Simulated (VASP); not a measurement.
# Be16N (a cell with a defect) in VASP: single point with LDA

Aim: the single point of Be16N (a cell with a defect) with LDA.

Everything below comes from runs of VASP 6.6.1. Logs are shortened: lines on timing, memory, paths and dates and some standing lists are left out, and cuts for length are marked.

## Step 1: The cell of the first run

The cell holds a defect, 17 atoms: a = 4.580 Å, b = 3.966 Å, c = 7.177 Å, α = 90.00°, β = 90.00°, γ = 90.00°.

## Step 2: Single point, LDA

The input, INCAR:

```
SYSTEM = Be16N
ALGO     = Normal         ! electronic algorithm
EDIFF    = 1E-6           ! SCF threshold, eV
ENCUT    = 520            ! plane-wave cutoff, eV
ISIF     = 2              ! what is computed and relaxed
ISMEAR   = 0              ! smearing method
LASPH    = .True.         ! aspherical terms in the spheres
LCHARG   = .False.        ! write CHGCAR
LREAL    = Auto         
LWAVE    = .False.        ! write WAVECAR
NBANDS   = 32             ! bands
NELM     = 80             ! most SCF steps
PREC     = Accurate       ! precision mode
SIGMA    = 0.15           ! smearing width, eV
```

The input, KPOINTS:

```
k-points
0
Gamma
  5 5 3
  0 0 0
```

The input, POSCAR:

```
Be16N
1.0
   -2.2900000000     -3.9663960000      0.0000000000
    3.4350000000     -1.9831980000      0.0000000000
    0.0000000000      0.0000000000      7.1768600000
Be N
16 1
Direct
    0.7488184713      0.5362209381      0.0101997057
    0.5009362570      0.3364607083      0.2552626618
    0.7490824838      0.4943797404      0.4937100829
    0.5093544281      0.3286036936      0.7442368953
    0.5095464629      0.0046465522      0.0065326944
    0.2491342416      0.8347858766      0.2574867932
    0.5009124252     -0.0032224418      0.4954966166
    0.2490159770      0.8470240354      0.7364637642
    0.2489366064      0.4858750821      0.0142220260
   -0.0027900563      0.3364356633      0.2552887479
    0.2490677914      0.4984644664      0.4933034442
   -0.0116994989      0.3287139157      0.7442853173
   -0.0116723109      0.0043401306      0.0066051498
    0.7490678664      0.8387519152      0.2571266428
   -0.0028572508     -0.0032919872      0.4955256495
    0.7488657626      0.7969258048      0.7405963214
    0.2487777131      0.1663533464      0.8753909671
```

Potentials or basis: VASP PAW LDA potentials, release 64 (Be, N).

Command:

```bash
$ cat potpaw_LDA.64/Be/POTCAR potpaw_LDA.64/N/POTCAR > POTCAR
$ mpirun -np 1 vasp_std > vasp.out
```

OUTCAR:

```text
SYSTEM = Be16N
   EDIFF = 1E-6
   ENCUT = 520
   ISIF = 2
   ISMEAR = 0
   LASPH = .True.
   LREAL = Auto
   NELM = 80
   PREC = Accurate

 ion  position               nearest neighbor table
   1  0.749  0.536  0.010-  14 2.14  13 2.16   5 2.16  16 2.19   2 2.24  10 2.24   9 2.30   9 2.30
                            12 2.35   4 2.35   5 2.38  13 2.38
   2  0.501  0.336  0.255-   3 2.15  11 2.16   9 2.16   7 2.19   5 2.22   1 2.24  10 2.27  14 2.28
                             6 2.29  14 2.29   6 2.30  10 2.31
   3  0.749  0.494  0.494-  16 2.14  10 2.15   2 2.15  14 2.18  12 2.21   4 2.21  15 2.28   7 2.28
                            11 2.29  11 2.29  15 2.29   7 2.29
   4  0.509  0.329  0.744-  17 1.65  16 2.16  12 2.19   3 2.21   7 2.22   8 2.25  11 2.26   5 2.28
                             1 2.35   9 2.36  16 2.38   8 2.38  12 2.39
   5  0.510  0.005  0.007-  17 1.65   1 2.16  13 2.19  14 2.21   2 2.22   9 2.25   6 2.26   4 2.28
                            16 2.35   8 2.36   1 2.38   9 2.38  13 2.39
   6  0.249  0.835  0.257-  11 2.15   7 2.16  15 2.16   9 2.23   5 2.26  13 2.26   2 2.29  10 2.29
                            14 2.29  14 2.29   2 2.30  10 2.30
   7  0.501  0.997  0.495-  14 2.15   6 2.16   8 2.16   2 2.19   4 2.22  16 2.24  15 2.27   3 2.28
                            11 2.29   3 2.29  11 2.30  15 2.31
   8  0.249  0.847  0.736-  17 1.61  15 2.16   7 2.16  11 2.23   4 2.25  12 2.25  16 2.30  16 2.30
                             5 2.36  13 2.36   4 2.38  12 2.38
   9  0.249  0.486  0.014-  17 1.61  10 2.16   2 2.16   6 2.23   5 2.25  13 2.25   1 2.30   1 2.30
                             4 2.36  12 2.36  13 2.38   5 2.38
  10  0.997  0.336  0.255-   3 2.15  11 2.16   9 2.16  15 2.19  13 2.22   1 2.24   2 2.27  14 2.28
                             6 2.29  14 2.29   6 2.30   2 2.31
  11  0.249  0.498  0.493-   6 2.15  10 2.16   2 2.16   8 2.23   4 2.26  12 2.26  15 2.29   7 2.29
                             3 2.29   3 2.29   7 2.30  15 2.30
  12  0.988  0.329  0.744-  17 1.65  16 2.16   4 2.19   3 2.21  15 2.22   8 2.25  11 2.26  13 2.28
                             1 2.35   9 2.36  16 2.38   8 2.38   4 2.39
  13  0.988  0.004  0.007-  17 1.65   1 2.16   5 2.19  14 2.21  10 2.22   9 2.25   6 2.26  12 2.28
                            16 2.35   8 2.36   1 2.38   9 2.38   5 2.39
  14  0.749  0.839  0.257-   1 2.14  15 2.15   7 2.15   3 2.18  13 2.21   5 2.21  10 2.28   2 2.28
                             6 2.29   6 2.29   2 2.29  10 2.29
  15  0.997  0.997  0.496-  14 2.15   6 2.16   8 2.16  10 2.19  12 2.22  16 2.24   7 2.27   3 2.28
                            11 2.29   3 2.29  11 2.30   7 2.31
  16  0.749  0.797  0.741-   3 2.14  12 2.16   4 2.16   1 2.19   7 2.24  15 2.24   8 2.30   8 2.30
                             5 2.35  13 2.35   4 2.38  12 2.38
  17  0.249  0.166  0.875-   8 1.61   9 1.61  13 1.65  12 1.65   5 1.65   4 1.65

  LATTYP: Found a simple orthorhombic cell.
 ALAT       =     3.9663962620
 B/A-ratio  =     1.1547004875
 C/A-ratio  =     1.8094157835

  Lattice vectors:

 A1 = (  -3.4350000000,   1.9831980000,   0.0000000000)
 A2 = (  -2.2900000000,  -3.9663960000,   0.0000000000)
 A3 = (   0.0000000000,   0.0000000000,   7.1768600000)

Analysis of symmetry for initial positions (statically):
=====================================================================
 Subroutine PRICEL returns:
 Original cell was already a primitive cell.

 Routine SETGRP: Setting up the symmetry group for a
 simple orthorhombic supercell.

 Subroutine GETGRP returns: Found  1 space group operations
 (whereof  1 operations were pure point group operations)
 out of a pool of  8 trial point group operations.

The static configuration has the point symmetry C_1 .

Analysis of symmetry for dynamics (positions and initial velocities):
=====================================================================
 Subroutine PRICEL returns:
 Original cell was already a primitive cell.

 Routine SETGRP: Setting up the symmetry group for a
 simple orthorhombic supercell.

 Subroutine GETGRP returns: Found  1 space group operations
 (whereof  1 operations were pure point group operations)
 out of a pool of  8 trial point group operations.

The dynamic configuration has the point symmetry C_1 .

 Subroutine INISYM returns: Found  1 space group operations
 (whereof  1 operations are pure point group operations),
 and found     1 'primitive' translations

----------------------------------------------------------------------------------------

                                     Primitive cell

[... 60 lines left out ...]
    -0.021834061 -0.037817707  0.000000000     0.200000000  0.000000000  0.000000000
     0.043668122 -0.025211804  0.000000000     0.000000000  0.200000000  0.000000000
     0.000000000  0.000000000  0.046445567     0.000000000  0.000000000  0.333333333

  Length of vectors
     0.043668125  0.050423605  0.046445567

  Shift w.r.t. Gamma in fractional coordinates (k-lattice)
     0.000000000  0.000000000  0.000000000

 Subroutine IBZKPT returns following result:
 ===========================================

 Found     38 irreducible k-points:

 Following reciprocal coordinates:
            Coordinates               Weight
  0.000000  0.000000  0.000000      1.000000
  0.200000  0.000000  0.000000      2.000000
  0.400000  0.000000  0.000000      2.000000
  0.000000  0.200000  0.000000      2.000000
  0.200000  0.200000  0.000000      2.000000
 -0.200000  0.200000  0.000000      2.000000
[... 16 lines left out ...]
  0.200000 -0.200000 -0.333333      2.000000
 -0.200000 -0.200000  0.333333      2.000000
 [... further k-points ...]
   k-points           NKPTS =     38   k-points in BZ     NKDIM =     38   number of bands    NBANDS=     32
   number of dos      NEDOS =    301   number of ions     NIONS =     17
   total plane-waves  NPLWV =  58320
   dimension x,y,z NGX =    36 NGY =   30 NGZ =   54
   dimension x,y,z NGXF=    72 NGYF=   60 NGZF=  108
   ions per type =              16   1
   NGX,Y,Z   is equivalent  to a cutoff of  13.07, 12.57, 12.51 a.u.
   NGXF,Y,Z  is equivalent  to a cutoff of  26.13, 25.15, 25.02 a.u.
 SYSTEM =  Be16N
   PREC   = accura    normal or accurate (medium, high low for compatibility)
   ISTART =      0    job   : 0-new  1-cont  2-samecut
   ICHARG =      2    charge: 1-file 2-atom 10-const
   ISPIN  =      1    spin polarized calculation?
   LNONCOLLINEAR =      F non collinear calculations
   LSORBIT =      F    spin-orbit coupling
   LASPH  =      T    aspherical Exc in radial PAW
   ENCUT  =  520.0 eV  38.22 Ry    6.18 a.u.   8.52  7.37 13.34*2*pi/ulx,y,z
   NELM   =     80;   NELMIN=  2; NELMDL= -5     # of ELM steps
   EDIFF  = 0.1E-05   stopping-criterion for ELM
   LREAL  =      T    real-space projection
   EDIFFG = 0.1E-04   stopping-criterion for IOM
   NSW    =      0    number of steps for IOM
   IBRION =     -1    ionic relax: 0-MD 1-quasi-New 2-CG
   NFREE  =      0    steps in history (QN), initial steepest desc. (CG)
   ISIF   =      2    stress and relaxation
   ISYM   =      2    0-nonsym 1-usesym 2-fastsym
   POTIM  = 0.5000    time-step for ionic-motion
   TEBEG  =    0.0;   TEEND  =   0.0 temperature during run
   PSTRESS=    0.0 pullay stress
   NELECT =      37.0000    total number of electrons
   NUPDOWN=      -1.0000    fix difference up-down
   EMIN   =  10.00;   EMAX   =-10.00  energy-range for DOS
   EFERMI =   0.00;   METHOD = LEGACY
   ISMEAR =     0;   SIGMA  =   0.15  broadening in eV -4-tet -1-fermi 0-gaus
   EFERMI_NEDOS =   21; number of points for ismear=-14 and -15
   IALGO  =     38    algorithm
   IMIX   =      4    mixing-type and parameters
     AMIX     =   0.40;   BMIX     =  1.00
     AMIX_MAG =   1.60;   BMIX_MAG =  1.00
  volume/ion in A,a.u.               =       7.67        51.75
  Fermi-wavevector in a.u.,A,eV,Ry     =   1.075829  2.033023 15.747503  1.157409
  Thomas-Fermi vector in A             =   2.211697
   LORBIT       =      0    0 simple, 1 ext, 2 COOP (PROOUT), +10 PAW based schemes
   GGA     = CA    functional components
   LHFCALC =     F    Hartree Fock is set to
   AEXX    =    0.0000 exact exchange contribution
   IVDW    =     0    specifies the selected vdW correction
   LEPSILON=     F    determine dielectric tensor
   LRPA    =     F    only Hartree local field effects (RPA)
 non-spin polarized calculation
 Gauss-broadening in eV      SIGMA  =   0.15
  energy-cutoff  :      520.00
  volume of cell :      130.38
 maximum number of plane-waves:      3529
 NGX is ok and might be reduce to    36
   NGX = 17   NGY = 15   NGZ = 27

 number of electron      36.9999999 magnetization

 Free energy of the ion-electron system (eV)
  ---------------------------------------------------
  ext. energy  EPLUGINS =         0.00000000
  ---------------------------------------------------
  free energy    TOTEN  =       -75.59245124 eV

  energy without entropy =      -75.56566243  energy(sigma->0) =      -75.57905683

 E-fermi :   6.9787     XC(G=0): -10.7735

 val. band max:        6.9661262776   @ k =   0.0000   0.4000   0.3333
 cond. band min:       7.0342316923   @ k =   0.0000   0.0000   0.3333
 fundamental gap:      0.0681054147
 Fermi energy:         6.9787088140

 k-point     1 :       0.0000    0.0000    0.0000
  band No.  band energies     occupation
      1     -10.7256      2.00000
      2      -3.5686      2.00000
      3      -2.6392      2.00000
      4      -1.2005      2.00000
      5      -0.8159      2.00000
      6      -0.3968      2.00000
[... 781 lines left out ...]
     29      12.2574      0.00000
     30      12.8951      0.00000

 [... further k-points ...]

 [bands above 30 left out]

------------------------ aborting loop because EDIFF is reached ----------------------------------------

  FORCE on cell =-STRESS in cart. coord.  units (eV):
  Direction    XX          YY          ZZ          XY          YZ          ZX
  --------------------------------------------------------------------------------------
  -------------------------------------------------------------------------------------
  Total       -0.2734052     -0.8464623      6.8927451     -0.4973039     -1.1073705      1.9105176
  in kB       -3.3598617    -10.4021281     84.7045569     -6.1113396    -13.6084134     23.4782438
  external PRESSURE =      23.6475224 kB  Pullay stress =       0.0000000 kB

 VOLUME and BASIS-vectors are now :
 -----------------------------------------------------------------------------
  energy-cutoff  :      520.00
  volume of cell :      130.38
      direct lattice vectors                 reciprocal lattice vectors
    -2.290000000 -3.966396000  0.000000000    -0.109170306 -0.189088533  0.000000000
     3.435000000 -1.983198000  0.000000000     0.218340611 -0.126059022  0.000000000
     0.000000000  0.000000000  7.176860000     0.000000000  0.000000000  0.139336702

 POSITION                                       TOTAL-FORCE (eV/Angst)
 -----------------------------------------------------------------------------------
      0.12712     -4.03354      0.07320        -0.000165     -0.001386     -0.005149
      0.00860     -2.65418      1.83198        -0.003530      0.009866      0.005519
     -0.01720     -3.95161      3.54329         0.002763      0.000023     -0.005178
     -0.03767     -2.67199      5.34128         0.018519     -0.006758     -0.009945
     -1.15090     -2.03028      0.04688        -0.015090      0.013939      0.011979
      2.29697     -2.64371      1.84795        -0.000657      0.003226     -0.001328
[... 9 lines left out ...]
      1.02254     -4.55076      5.31516        -0.001434     -0.000064      0.005593
      0.00172     -1.31666      6.28256         0.000599     -0.002511      0.001030
 -----------------------------------------------------------------------------------
    total drift:                               -0.000070     -0.000962     -0.001886

  FREE ENERGIE OF THE ION-ELECTRON SYSTEM (eV)
  ---------------------------------------------------
  free  energy   TOTEN  =       -75.5924512390 eV

  energy  without entropy=      -75.5656624301  energy(sigma->0) =      -75.57905683
```

Wall time 6.7 min (1 thread of AMD EPYC, shared host); peak memory 0.21 GiB.

Results:

```yaml
Free_energy: -75.5925 eV
Pressure: 2.4 GPa
Largest_force: 0.024 eV/Å
Band_gap_on_the_k_mesh: zero (an odd number of electrons rules out a gap without spin polarisation)
```

Forces on the atoms (eV/Å):
```
Be   0.000 -0.001 -0.005
Be  -0.004  0.010  0.006
Be   0.003  0.000 -0.005
Be   0.019 -0.007 -0.010
Be  -0.015  0.014  0.012
Be  -0.001  0.003 -0.001
Be   0.009  0.002 -0.004
Be  -0.016  0.010  0.001
Be   0.017 -0.011  0.000
Be  -0.008  0.000  0.005
Be   0.001  0.001  0.001
Be   0.012 -0.015 -0.012
Be  -0.018  0.004  0.010
Be  -0.002  0.001  0.003
Be   0.004 -0.009 -0.006
Be  -0.001  0.000  0.006
N    0.001 -0.003  0.001
```

Stress tensor (GPa, compression positive):
```
-0.34 -0.61  2.35
-0.61 -1.04 -1.36
 2.35 -1.36  8.47
```

Levels at points of the mesh, in eV from the Fermi level:
```tsv
k point	band 15	band 16	band 17	band 18	band 19	band 20	band 21	band 22	band 23	band 24
(0.00, 0.00, 0.00)	-2.56	-1.62	-1.56	-0.38	0.66	0.86	1.71	1.90	1.98	2.12
```
